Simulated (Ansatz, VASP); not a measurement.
# SrTa2O2: VASP beside Ansatz

File INCAR:

```
SYSTEM = SrTa2O2
PREC = Accurate ; ENCUT = 600
EDIFF = 1E-6 ; ISMEAR = 0
SIGMA = 0.1 ; LREAL = .False.
LASPH = .True. ; NELM = 80
ALGO = Normal ; ISIF = 3
LWAVE = .False. ; LCHARG = .False.
GGA = PE ; IBRION = 2
NSW = 90 ; EDIFFG = -0.04
```

File KPOINTS:

```
Automatic mesh
0
Gamma
  6 6 6
  0 0 0
```

POSCAR

```
SrTa2O2
1.0
   -1.9718164500      1.9718164500      4.9871481500
    1.9718164500     -1.9718164500      4.9871481500
    1.9718164500      1.9718164500     -4.9871481500
Sr Ta O
1 2 2
Direct
    0.0000000000      0.0000000000      0.0000000000
    0.2500000000      0.7500000000      0.5000000000
    0.7500000000      0.2500000000      0.5000000000
    0.6323649900      0.6323649900      0.0000000000
    0.3676350100      0.3676350100      0.0000000000
```

Input for Ansatz:

```yaml
crystal:
  lattice:
    - [-1.97181645, 1.97181645, 4.98714815]
    - [1.97181645, -1.97181645, 4.98714815]
    - [1.97181645, 1.97181645, -4.98714815]
  atoms:
    - { symbol: Sr, position: [0.0, 0.0, 0.0] }
    - { symbol: Ta, position: [0.25, 0.75, 0.5] }
    - { symbol: Ta, position: [0.75, 0.25, 0.5] }
    - { symbol: O, position: [0.63236499, 0.63236499, 0.0] }
    - { symbol: O, position: [0.36763501, 0.36763501, 0.0] }
basis:
  ecutwfc: 420
kpoints:
  mp_grid: { grid: [6, 6, 6] }
hamiltonian:
  xc: pbe
scf:
  occupations: { method: gaussian, width: 0.1 }
  lower_state_search: "off"
output:
  forces: true
  stress: true
  eigenvalues: true
relax:
  adjacent_minimum: "off"
  f_tol: 0.04
  max_steps: 70
  cell: { stress_tol: 0.4 }
```

Change from the starting cell: species swapped into the SmCo2Si2 type (I4/mmm, No. 139).

Alike in both runs: task relaxation of cell and atoms; functional PBE; k mesh 6 × 6 × 6; occupations gaussian, width 0.1 eV; no spin polarisation.

```csv
,VASP,Ansatz
version,VASP 6.6.1,Ansatz 0.2.0
potentials or method,"VASP PAW PBE potentials, release 64 (Sr_sv, Ta_pv, O), cutoff 600 eV","scalar-relativistic, plane waves, PAW"
valence electrons in the cell,44,48
```

|  | VASP | Ansatz | Ansatz less VASP |
| --- | --- | --- | --- |
| gap on the k mesh at the Fermi level, each at its own relaxed structure (eV) | none | none | - |
| relaxed volume (Å³/atom) | 16.73 | 16.76 | +0.027 |
| relaxed cell length with the largest relative difference (Å) | 6.585 | 6.597 | +0.0125 |

A gap of «none» marks a metal or a gap that the smearing closes. VASP's potentials hold 44 valence electrons a cell and Ansatz's 48, so a difference there can come from the potentials and not from the codes.

The k mesh is coarse, so the values compare programs but aren't converged. Spin-orbit coupling is off throughout.
